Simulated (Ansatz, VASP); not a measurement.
**One calculation of Zr3SnO8, two programs**

The input INCAR:

```
PREC     = Accurate       # precision mode
ENCUT    = 520            # plane-wave cutoff, eV
EDIFF    = 1E-6           # SCF threshold, eV
ISMEAR   = -1             # smearing method
SIGMA    = 0.02           # smearing width, eV
LREAL    = False          # projectors in reciprocal space
LASPH    = True           # aspherical terms in the spheres
NELM     = 80             # most SCF steps
ALGO     = Normal         # electronic algorithm
ISIF     = 2              # what is computed and relaxed
LWAVE    = False          # write WAVECAR
LCHARG   = False          # write CHGCAR
GGA      = PE             # functional
NBANDS   = 61             # bands
```

Contents of KPOINTS:

```
regular mesh
0
Gamma
  6 6 4
```

File POSCAR:

```
Zr3SnO8
1.0
    3.4156116081     -3.4359306695      0.0000000000
    3.4156116081      3.4359306695      0.0000000000
    0.0000000000      0.0000000000      6.4894971586
Zr O Sn
3 8 1
Direct
    0.5000000000      0.5000000000      0.0000000000
    0.0000000000      0.0000000000      0.7487261535
    0.0000000000      0.0000000000      0.2512738465
    0.1937581539      0.1937581539      0.0000000000
    0.8062418461      0.8062418461      0.0000000000
    0.6937218241      0.3062781759      0.7463627032
    0.3062781759      0.6937218241      0.7463627032
    0.1973704823      0.1973704823      0.5000000000
    0.8026295177      0.8026295177      0.5000000000
    0.6937218241      0.3062781759      0.2536372968
    0.3062781759      0.6937218241      0.2536372968
    0.5000000000      0.5000000000      0.5000000000
```

Input for Ansatz:

```yaml
crystal:
  lattice:
    - [3.4156116081, -3.4359306695, 0.0]
    - [3.4156116081, 3.4359306695, 0.0]
    - [0.0, 0.0, 6.4894971586]
  atoms:
    - { symbol: Zr, position: [0.5, 0.5, 0.0] }
    - { symbol: Zr, position: [0.0, 0.0, 0.7487261535] }
    - { symbol: O, position: [0.1937581539, 0.1937581539, 0.0] }
    - { symbol: O, position: [0.8062418461, 0.8062418461, 0.0] }
    - { symbol: O, position: [0.6937218241, 0.3062781759, 0.7463627032] }
    - { symbol: O, position: [0.3062781759, 0.6937218241, 0.7463627032] }
    - { symbol: Sn, position: [0.5, 0.5, 0.5] }
    - { symbol: Zr, position: [0.0, 0.0, 0.2512738465] }
    - { symbol: O, position: [0.1973704823, 0.1973704823, 0.5] }
    - { symbol: O, position: [0.8026295177, 0.8026295177, 0.5] }
    - { symbol: O, position: [0.6937218241, 0.3062781759, 0.2536372968] }
    - { symbol: O, position: [0.3062781759, 0.6937218241, 0.2536372968] }
kpoints:
  mp_grid: { grid: [6, 6, 4] }
  band_path:
    path:
      - [[0.0, 0.0, 0.0], [-0.5, 0.5, 0.0], [-0.4970518932237, 0.5029481067763, 0.0]]
      - [[0.4970518932237, 0.4970518932237, 0.0], [0.0, 0.0, 0.0], [0.0, 0.0, 0.5], [0.4970518932237, 0.4970518932237, 0.5]]
      - [[-0.4970518932237, 0.5029481067763, 0.5], [-0.5, 0.5, 0.5], [-0.5, 0.5, 0.0]]
      - [[0.0, 0.0, 0.0], [-2.486257458674e-17, 0.5, 0.0], [-2.486257458674e-17, 0.5, 0.5], [0.0, 0.0, 0.5], [-0.5, 0.5, 0.5]]
    npoints: 10
hamiltonian:
  xc: pbe
scf:
  occupations: { method: fermi_dirac, width: 0.02 }
  n_extra_bands: 7
output:
  forces: true
  stress: true
  eigenvalues: true
```

Alike in both runs: task single point; functional PBE; k mesh 6 × 6 × 4; occupations fermi-dirac, width 0.02 eV; no spin polarisation.

|  | VASP | Ansatz |
| --- | --- | --- |
| version | VASP 6.6.1 | Ansatz 0.2.0 |
| potentials or method | VASP PAW PBE potentials, release 64 (Zr_sv, O, Sn_d) | plane waves, PAW |
| plane-wave cutoff (eV) | 520 | 420 |
| valence electrons in the cell | 98 | 98 |

```csv
,VASP,Ansatz,Ansatz less VASP
gap on the k mesh at the Fermi level (eV),2.75,2.76,+0.011
pressure (GPa),4.6,4.2,-0.39
rms of the force components (eV/Å),0.098,0.089,-0.0086
```

The functional is the same, so the differences come from potentials, cutoffs and numerics.
